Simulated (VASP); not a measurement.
Set up this calculation in VASP 6.6.1, as the native input.

```
Task                   : single point
Functional             : PBE
Potentials or basis    : VASP PAW PBE potentials, release 64 (Sn_d, O)
Cutoff                 : 520 eV
k mesh                 : 6 × 6 × 6
Occupations            : gaussian, width 0.05 eV
Spin                   : no spin polarisation
Dipole correction      : no
Further INCAR settings : ALGO = Normal; EDIFF = 1e-06; NBANDS = 64
```

The structure of SnO2 lies in POSCAR:

```
SnO2
1.0
    4.7268026647      0.0000000000      0.0000000000
    0.0000000000      5.9814146758      0.0000000000
    0.0000000000      0.0000000000      5.2351130052
Sn O
4 8
Direct
    0.5000000000      0.6651654903      0.7500000000
    0.0000000000      0.8348345097      0.2500000000
    0.5000000000      0.3348345097      0.2500000000
    0.0000000000      0.1651654903      0.7500000000
    0.7301204269      0.6070551965      0.0781681516
    0.2301204269      0.8929448035      0.9218318484
    0.7698795731      0.8929448035      0.5781681516
    0.2698795731      0.6070551965      0.4218318484
    0.7301204269      0.3929448035      0.5781681516
    0.2301204269      0.1070551965      0.4218318484
    0.7698795731      0.1070551965      0.0781681516
    0.2698795731      0.3929448035      0.9218318484
```

One way to write it, as run:

INCAR

```
  PREC = Accurate
  ENCUT = 520
  EDIFF = 1E-6
  ISMEAR = 0
  SIGMA = 0.05
  LREAL = F
  LASPH = T
  NELM = 60
  ALGO = Normal
  ISIF = 2
  LWAVE = F
  LCHARG = F
  GGA = PE
  NBANDS = 64
```

KPOINTS

```
regular mesh
0
Gamma
  6 6 6
```

Potentials or basis: VASP PAW PBE potentials, release 64 (Sn_d, O).

Run with:

```sh
$ cat potpaw_PBE.64/Sn_d/POTCAR potpaw_PBE.64/O/POTCAR > POTCAR
$ mpirun -np 1 vasp_std > vasp.out
```

It gave:

```
Pressure               : 1.0 GPa
Largest force          : 0.183 eV/Å
Band gap on the k mesh : 1.02 eV (least direct gap 1.03 eV)
```

Caveat: the stress differs along the axes, from -3 to 4 GPa; spin-orbit coupling is left out, which moves the levels of the heavy elements.

It took 15 min on 1 thread of Intel Xeon 8259CL, on a shared host, peak memory 0.53 GiB.
